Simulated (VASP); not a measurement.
Set up this calculation in VASP 6.6.1, as the native input.

```
Task                   : single point
Functional             : r2SCAN
Potentials or basis    : VASP PAW PBE potentials, release 64 (Hf_pv)
Cutoff                 : 520 eV
k mesh                 : 16 × 16 × 8
Occupations            : gaussian, width 0.05 eV
Spin                   : no spin polarisation
Dipole correction      : no
Further INCAR settings : ALGO = Normal; EDIFF = 1e-07; NBANDS = 17
```

The system is Hf.

```
CELL_PARAMETERS angstrom
3.20539 0.00000 0.00000
-1.60270 2.77595 0.00000
0.00000 0.00000 5.05733
ATOMIC_POSITIONS crystal
Hf 0.33333 0.66667 0.75000
Hf 0.66667 0.33333 0.25000
```

These files were run (other wordings do the same):

POSCAR

```
Hf
1.0
    3.2053934466      0.0000000000      0.0000000000
   -1.6026967233      2.7759521539      0.0000000000
    0.0000000000      0.0000000000      5.0573345928
Hf
2
Direct
    0.3333333333      0.6666666667      0.7500000000
    0.6666666667      0.3333333333      0.2500000000
```

INCAR.step1

```
PREC = Accurate
ENCUT = 520
ISMEAR = 0
SIGMA = 0.05
LREAL = F
LASPH = T
NELM = 100
NBANDS = 17
GGA = PE
ALGO = Normal
EDIFF = 1E-4
LWAVE = T
LCHARG = F
```

INCAR.step2

```
PREC = Accurate
ENCUT = 520
EDIFF = 1E-7
ISMEAR = 0
SIGMA = 0.05
LREAL = F
LASPH = T
NELM = 100
ALGO = Normal
ISIF = 2
LWAVE = F
LCHARG = T
METAGGA = R2SCAN
LMIXTAU = T
LELF = T
LVHAR = T
NBANDS = 17
ISTART = 1
```

KPOINTS

```
Automatic mesh
0
Gamma
  16 16 8
```

Potentials or basis: VASP PAW PBE potentials, release 64 (Hf_pv).

The run is started by

```console
$ cat potpaw_PBE.64/Hf_pv/POTCAR > POTCAR
$ cp INCAR.step1 INCAR
$ mpirun -np 1 vasp_std > vasp.out
$ cp INCAR.step2 INCAR
$ mpirun -np 1 vasp_std > vasp.out
```

It gave:

```
Pressure               : -1.3 GPa
Band gap on the k mesh : zero (bands 10 and 11 overlap by 1.74 eV)
```

Caveat: the PAW data sets were made with another functional, which shifts forces and pressure a little; spin-orbit coupling is left out, which moves the levels of the heavy elements.

It took 2.1 min on 1 thread of Intel(R) Xeon(R) 6975P-C (Granite Rapids), on a shared host, peak memory 0.23 GiB.
